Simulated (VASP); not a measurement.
# C in VASP: a series of runs

C is run at these levels: r2SCAN; tasks: single point.

Everything below comes from runs of VASP 6.6.1. Logs are shortened: lines on timing, memory, paths and dates and some standing lists are left out, and cuts for length are marked.

### Step 1. The cell of the first run

The cell holds a slab with vacuum, 4 atoms: a = 2.456 Å, b = 2.456 Å, c = 24.134 Å, α = 90.00°, β = 90.00°, γ = 120.00°.

### Step 2. Single point, r2SCAN

Contents of POSCAR:

```
C
1.0
    2.4562280000      0.0000000000      0.0000000000
   -1.2281140000      2.1271550000      0.0000000000
    0.0000000000      0.0000000000     24.1339600000
C
4
Direct
    0.0000000000      0.0000000000      0.5704690000
    0.0000000000      0.0000000000      0.4295310000
    0.3333333333      0.6666666667      0.4295250000
    0.6666666667      0.3333333333      0.5704750000
```

Contents of INCAR.step1:

```
ALGO = Normal
EDIFF = 1E-4
ENCUT = 520
GGA = PE
ISMEAR = 1
LASPH = T
LCHARG = F
LREAL = F
LWAVE = T
NBANDS = 16
NELM = 60
PREC = Accurate
SIGMA = 0.1
```

Contents of INCAR.step2:

```
ALGO = Normal
EDIFF = 1E-6
ENCUT = 520
ISIF = 2
ISMEAR = 1
ISTART = 1
LASPH = T
LCHARG = F
LMIXTAU = T
LREAL = F
LWAVE = F
METAGGA = R2SCAN
NBANDS = 16
NELM = 60
PREC = Accurate
SIGMA = 0.1
```

Contents of KPOINTS:

```
k-points
0
Gamma
  4 4 1
```

Potentials or basis: VASP PAW PBE potentials, release 64 (C).

On the command line:

```console
$ cat potpaw_PBE.64/C/POTCAR > POTCAR
$ cp INCAR.step1 INCAR
$ mpirun -np 1 vasp_std > vasp.out
$ cp INCAR.step2 INCAR
$ mpirun -np 1 vasp_std > vasp.out
```

OUTCAR:

```text
EDIFF = 1E-6
   ENCUT = 520
   ISIF = 2
   ISMEAR = 1
   ISTART = 1
   LASPH = T
   LREAL = F
   METAGGA = R2SCAN
   NELM = 60
   PREC = Accurate

 ion  position               nearest neighbor table
   1  0.000  0.000  0.570-   4 1.42   4 1.42   4 1.42
   2  0.000  0.000  0.430-   3 1.42   3 1.42   3 1.42
   3  0.333  0.667  0.430-   2 1.42   2 1.42   2 1.42
   4  0.667  0.333  0.570-   1 1.42   1 1.42   1 1.42

  LATTYP: Found a hexagonal cell.
 ALAT       =     2.4562280000
 C/A-ratio  =     9.8256187943

  Lattice vectors:

 A1 = (   2.4562280000,   0.0000000000,   0.0000000000)
 A2 = (  -1.2281140000,   2.1271550000,   0.0000000000)
 A3 = (   0.0000000000,   0.0000000000,  24.1339600000)

Analysis of symmetry for initial positions (statically):
=====================================================================
 Subroutine PRICEL returns:
 Original cell was already a primitive cell.

 Routine SETGRP: Setting up the symmetry group for a
 hexagonal supercell.

 Subroutine GETGRP returns: Found 12 space group operations
 (whereof 12 operations were pure point group operations)
 out of a pool of 24 trial point group operations.

The static configuration has the point symmetry D_3d.

Analysis of symmetry for dynamics (positions and initial velocities):
=====================================================================
 Subroutine PRICEL returns:
 Original cell was already a primitive cell.

 Routine SETGRP: Setting up the symmetry group for a
 hexagonal supercell.

 Subroutine GETGRP returns: Found 12 space group operations
 (whereof 12 operations were pure point group operations)
 out of a pool of 24 trial point group operations.

The dynamic configuration has the point symmetry D_3d.

 Subroutine INISYM returns: Found 12 space group operations
 (whereof 12 operations are pure point group operations),
 and found     1 'primitive' translations

----------------------------------------------------------------------------------------

                                     Primitive cell

  volume of cell :     126.0946

  direct lattice vectors                    reciprocal lattice vectors
     2.456228000  0.000000000  0.000000000     0.407128328  0.235055743  0.000000000
    -1.228114000  2.127155000  0.000000000     0.000000000  0.470111487  0.000000000
     0.000000000  0.000000000 24.133960000     0.000000000  0.000000000  0.041435388

  length of vectors
     2.456228000  2.456227268 24.133960000     0.470111347  0.470111487  0.041435388

  position of ions in fractional coordinates (direct lattice)
     0.000000000  0.000000000  0.570469000
     0.000000000  0.000000000  0.429531000
     0.333333333  0.666666667  0.429525000
     0.666666667  0.333333333  0.570475000

  ion indices of the primitive-cell ions
   primitive index   ion index
                 1           1
                 2           2
                 3           3
                 4           4

----------------------------------------------------------------------------------------

 KPOINTS: k-points

Automatic generation of k-mesh.
 Grid dimensions read from file:
 generate k-points for:    4    4    1

 Generating k-lattice:

  Cartesian coordinates                     Fractional coordinates (reciprocal lattice)
     0.101782082  0.058763936  0.000000000     0.250000000  0.000000000  0.000000000
     0.000000000  0.117527872  0.000000000     0.000000000  0.250000000  0.000000000
     0.000000000  0.000000000  0.041435388     0.000000000  0.000000000  1.000000000

  Length of vectors
     0.117527837  0.117527872  0.041435388

  Shift w.r.t. Gamma in fractional coordinates (k-lattice)
     0.000000000  0.000000000  0.000000000

 Subroutine IBZKPT returns following result:
 ===========================================

 Found      4 irreducible k-points:

 Following reciprocal coordinates:
            Coordinates               Weight
  0.000000  0.000000  0.000000      1.000000
  0.250000  0.000000  0.000000      6.000000
  0.500000  0.000000  0.000000      3.000000
  0.250000  0.250000  0.000000      6.000000
   k-points           NKPTS =      4   k-points in BZ     NKDIM =      4   number of bands    NBANDS=     16
   number of dos      NEDOS =    301   number of ions     NIONS =      4
   total plane-waves  NPLWV =  58320
   dimension x,y,z NGX =    18 NGY =   18 NGZ =  180
   dimension x,y,z NGXF=    36 NGYF=   36 NGZF=  360
   ions per type =               4
   NGX,Y,Z   is equivalent  to a cutoff of  12.18, 12.18, 12.40 a.u.
   NGXF,Y,Z  is equivalent  to a cutoff of  24.37, 24.37, 24.80 a.u.
 SYSTEM =  unknown system
   PREC   = accura    normal or accurate (medium, high low for compatibility)
   ISTART =      1    job   : 0-new  1-cont  2-samecut
   ICHARG =      0    charge: 1-file 2-atom 10-const
   ISPIN  =      1    spin polarized calculation?
   LNONCOLLINEAR =      F non collinear calculations
   LSORBIT =      F    spin-orbit coupling
   LASPH  =      T    aspherical Exc in radial PAW
   ENCUT  =  520.0 eV  38.22 Ry    6.18 a.u.   4.57  4.57 44.87*2*pi/ulx,y,z
   NELM   =     60;   NELMIN=  2; NELMDL=  0     # of ELM steps
   EDIFF  = 0.1E-05   stopping-criterion for ELM
   LREAL  =      F    real-space projection
   EDIFFG = 0.1E-04   stopping-criterion for IOM
   NSW    =      0    number of steps for IOM
   IBRION =     -1    ionic relax: 0-MD 1-quasi-New 2-CG
   NFREE  =      0    steps in history (QN), initial steepest desc. (CG)
   ISIF   =      2    stress and relaxation
   ISYM   =      2    0-nonsym 1-usesym 2-fastsym
   POTIM  = 0.5000    time-step for ionic-motion
   TEBEG  =    0.0;   TEEND  =   0.0 temperature during run
   PSTRESS=    0.0 pullay stress
   NELECT =      16.0000    total number of electrons
   NUPDOWN=      -1.0000    fix difference up-down
   EMIN   =  10.00;   EMAX   =-10.00  energy-range for DOS
   EFERMI =   0.00;   METHOD = LEGACY
   ISMEAR =     1;   SIGMA  =   0.10  broadening in eV -4-tet -1-fermi 0-gaus
   EFERMI_NEDOS =   21; number of points for ismear=-14 and -15
   IALGO  =     38    algorithm
   IMIX   =      4    mixing-type and parameters
     AMIX     =   0.40;   BMIX     =  1.00
     AMIX_MAG =   1.60;   BMIX_MAG =  1.00
  volume/ion in A,a.u.               =      31.52       212.73
  Fermi-wavevector in a.u.,A,eV,Ry     =   0.822652  1.554586  9.207823  0.676756
  Thomas-Fermi vector in A             =   1.934024
   LORBIT       =      0    0 simple, 1 ext, 2 COOP (PROOUT), +10 PAW based schemes
   METAGGA = R2SCAN    functional components
   LHFCALC =     F    Hartree Fock is set to
   AEXX    =    0.0000 exact exchange contribution
   IVDW    =     0    specifies the selected vdW correction
   LEPSILON=     F    determine dielectric tensor
   LRPA    =     F    only Hartree local field effects (RPA)
 non-spin polarized calculation
 Methfessel and Paxton  Order N= 1 SIGMA  =   0.10
  energy-cutoff  :      520.00
  volume of cell :      126.09
 maximum number of plane-waves:      3440
   NGX =  9   NGY =  9   NGZ = 89

 number of electron      15.9999997 magnetization

 Free energy of the ion-electron system (eV)
  ---------------------------------------------------
  ext. energy  EPLUGINS =         0.00000000
  ---------------------------------------------------
  free energy    TOTEN  =       -39.78251640 eV

  energy without entropy =      -39.78363736  energy(sigma->0) =      -39.78289005

 E-fermi :  -4.0771     XC(G=0):  -3.3484

 val. band max:       -4.1610534577   @ k =   0.5000   0.0000   0.0000
 cond. band min:      -0.1325990204   @ k =   0.5000   0.0000   0.0000
 fundamental gap:      4.0284544374
 Fermi energy:        -4.0770521092

 k-point     1 :       0.0000    0.0000    0.0000
  band No.  band energies     occupation
      1     -22.6986      2.00000
      2     -22.5650      2.00000
      3     -10.3715      2.00000
      4      -9.4385      2.00000
      5      -5.0038      2.00000
      6      -5.0038      2.00000
[... 8 lines left out ...]
     15       5.3069      0.00000
     16       6.9272      0.00000

 k-point     2 :       0.2500    0.0000    0.0000
  band No.  band energies     occupation
      1     -21.1342      2.00000
      2     -21.0123      2.00000
      3      -9.7442      2.00000
      4      -9.6992      2.00000
      5      -8.5077      2.00000
      6      -7.6317      2.00000
[... 8 lines left out ...]
     15       6.2183      0.00000
     16       6.6315      0.00000

 k-point     3 :       0.5000    0.0000    0.0000
  band No.  band energies     occupation
      1     -17.1301      2.00000
      2     -17.0795      2.00000
      3     -15.8892      2.00000
      4     -15.8509      2.00000
      5      -8.6260      2.00000
      6      -8.6011      2.00000
[... 8 lines left out ...]
     15      10.4326      0.00000
     16      10.4933      0.00000

 k-point     4 :       0.2500    0.2500    0.0000
  band No.  band energies     occupation
      1     -18.1290      2.00000
      2     -18.0303      2.00000
      3     -13.0868      2.00000
      4     -13.0523      2.00000
      5     -11.3017      2.00000
      6     -11.2764      2.00000
[... 8 lines left out ...]
     15       9.5125      0.00000
     16      10.3644      0.00000

------------------------ aborting loop because EDIFF is reached ----------------------------------------

  FORCE on cell =-STRESS in cart. coord.  units (eV):
  Direction    XX          YY          ZZ          XY          YZ          ZX
  --------------------------------------------------------------------------------------
  -------------------------------------------------------------------------------------
  Total       -0.0190664     -0.0190663      0.1084350      0.0000000      0.0000000      0.0000000
  in kB       -0.2422602     -0.2422600      1.3777921      0.0000000      0.0000000      0.0000000
  external PRESSURE =       0.2977573 kB  Pullay stress =       0.0000000 kB

 VOLUME and BASIS-vectors are now :
 -----------------------------------------------------------------------------
  energy-cutoff  :      520.00
  volume of cell :      126.09
      direct lattice vectors                 reciprocal lattice vectors
     2.456228000  0.000000000  0.000000000     0.407128328  0.235055743  0.000000000
    -1.228114000  2.127155000  0.000000000     0.000000000  0.470111487  0.000000000
     0.000000000  0.000000000 24.133960000     0.000000000  0.000000000  0.041435388

 POSITION                                       TOTAL-FORCE (eV/Angst)
 -----------------------------------------------------------------------------------
      0.00000      0.00000     13.76768         0.000000     -0.000000      0.025466
      0.00000      0.00000     10.36628         0.000000      0.000000     -0.025466
     -0.00000      1.41810     10.36614        -0.000000      0.000000     -0.013897
      1.22811      0.70905     13.76782         0.000000     -0.000000      0.013897
 -----------------------------------------------------------------------------------
    total drift:                               -0.000000      0.000000      0.000000

  FREE ENERGIE OF THE ION-ELECTRON SYSTEM (eV)
  ---------------------------------------------------
  free  energy   TOTEN  =       -39.7825163975 eV

  energy  without entropy=      -39.7836373613  energy(sigma->0) =      -39.78289005
```

Wall time 2.7 min (1 thread of Intel Xeon 8259CL, shared host); peak memory 0.23 GiB.

What came out:

```yaml
Free_energy: -39.7825 eV
Largest_force: 0.025 eV/Å
Band_gap_on_the_k_mesh: 4.03 eV, direct
```

Forces on the atoms (eV/Å):
```
C    0.000  0.000  0.025
C    0.000  0.000 -0.025
C    0.000  0.000 -0.014
C    0.000  0.000  0.014
```

Levels at points of the mesh, in eV from the valence-band top:
```
           k point  band 6  band 7  band 8  band 9  band 10  band 11
(0.00, 0.00, 0.00)   -0.84   -0.83   -0.83    6.13     6.52     6.87
(0.50, 0.00, 0.00)   -4.44   -0.34    0.00    4.03     4.39    10.05
```

Caveat: the k points lie up to 0.74 Å⁻¹ apart; the PAW data sets were made with another functional, which shifts forces and pressure a little.

(Continued in part 2 of 2.)
